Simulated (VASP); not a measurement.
Here is a VASP 6.6.1 calculation.

Contents of INCAR:

```
SYSTEM = Ho2O
  PREC = Accurate
  ENCUT = 600
  EDIFF = 1E-6
  ISMEAR = 0
  SIGMA = 0.1
  LREAL = .FALSE.
  LASPH = .TRUE.
  NELM = 200
  ALGO = Normal
  ISIF = 2
  LWAVE = .FALSE.
  LCHARG = .FALSE.
  GGA = PE
  NBANDS = 33
  GGA_COMPAT = .FALSE.
  LMAXMIX = 6
```

The input KPOINTS:

```
regular mesh
0
G
  12 12 4
  0 0 0
```

The input POSCAR:

```
Ho2O
1.0
    3.7445508761      0.0000000000      0.0000000000
   -1.8722754381      3.2428761844      0.0000000000
    0.0000000000      0.0000000000     11.1234751961
Ho O
4 2
Direct
    0.6666666667      0.3333333333      0.2500000000
    0.3333333333      0.6666666667      0.7500000000
    0.0000000000      0.0000000000      0.0000000000
    0.0000000000      0.0000000000      0.5000000000
    0.0000000000      0.0000000000      0.2500000000
    0.0000000000      0.0000000000      0.7500000000
```

Potentials or basis: VASP PAW PBE potentials, release 64 (Ho_3, O), 4f in core.

The run is started by

```sh
$ cat potpaw_PBE.64/Ho_3/POTCAR potpaw_PBE.64/O/POTCAR > POTCAR
$ mpirun -np 1 vasp_std > vasp.out
```

Question: Estimate the pressure.

Answer: 0.9 GPa.

Question: What does it give for the band gap on the k mesh?

Answer: Zero (bands 24 and 25 overlap by 1.52 eV).

Stress tensor (GPa, compression positive):
```
1.32 0.00 0.00
0.00 1.32 0.00
0.00 0.00 0.08
```

Caveat: spin-orbit coupling is left out, which moves the levels of the heavy elements; the 4f electrons are frozen in the core, so they carry no moment and show no levels; the run has no spin polarisation, though such a crystal can be magnetic. With open d or f shells a metallic result of PBE can be an artefact of self-interaction; +U or a hybrid may open a gap.
